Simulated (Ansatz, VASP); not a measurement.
**One calculation of AgBr, two programs**

File INCAR:

```
SYSTEM = AgBr
ALGO = Normal
EDIFF = 1E-6
ENCUT = 500
GGA = PE
GGA_COMPAT = .FALSE.
ISIF = 2
ISMEAR = 0
LASPH = .TRUE.
LCHARG = .FALSE.
LREAL = .FALSE.
LWAVE = .FALSE.
NBANDS = 16
NELM = 120
PREC = Accurate
SIGMA = 0.05
```

File KPOINTS:

```
k-points
0
G
  10 10 10
  0 0 0
```

Contents of POSCAR:

```
AgBr
1.0
    0.0000000000      2.9006561031      2.9006561031
    2.9006561031      0.0000000000      2.9006561031
    2.9006561031      2.9006561031      0.0000000000
Ag Br
1 1
Direct
    0.5000000000      0.5000000000      0.5000000000
    0.0000000000      0.0000000000      0.0000000000
```

Input for Ansatz:

```yaml
crystal:
  lattice:
    - [0.0, 2.9006561207, 2.9006561207]
    - [2.9006561207, 0.0, 2.9006561207]
    - [2.9006561207, 2.9006561207, 0.0]
  atoms:
    - { symbol: Ag, position: [0.5, 0.5, 0.5] }
    - { symbol: Br, position: [0.0, 0.0, 0.0] }
basis:
  ecutwfc: 420
  ecutrho_ratio: 4
kpoints:
  mp_grid: { grid: [10, 10, 10] }
hamiltonian:
  xc: pbe
scf:
  occupations: { method: gaussian, width: 0.05 }
output:
  forces: true
  stress: true
  eigenvalues: true
```

Alike in both runs: task single point; functional PBE; k mesh 10 × 10 × 10; occupations gaussian, width 0.05 eV; no spin polarisation.

|  | VASP | Ansatz |
| --- | --- | --- |
| version | VASP 6.6.1 | Ansatz 0.2.0 |
| potentials or method | VASP PAW PBE potentials, release 64 (Ag, Br), cutoff 500 eV | scalar-relativistic, plane waves, PAW |
| valence electrons in the cell | 18 | 26 |

```tsv
	VASP	Ansatz	Ansatz less VASP
gap on the k mesh at the Fermi level (eV)	0.68	0.68	+0.001
least direct gap on the mesh (eV)	2.50	2.50	+0.001
pressure (GPa)	0.8	0.8	+0.04
```

VASP's potentials hold 18 valence electrons a cell and Ansatz's 26, so a difference there can come from the potentials and not from the codes.
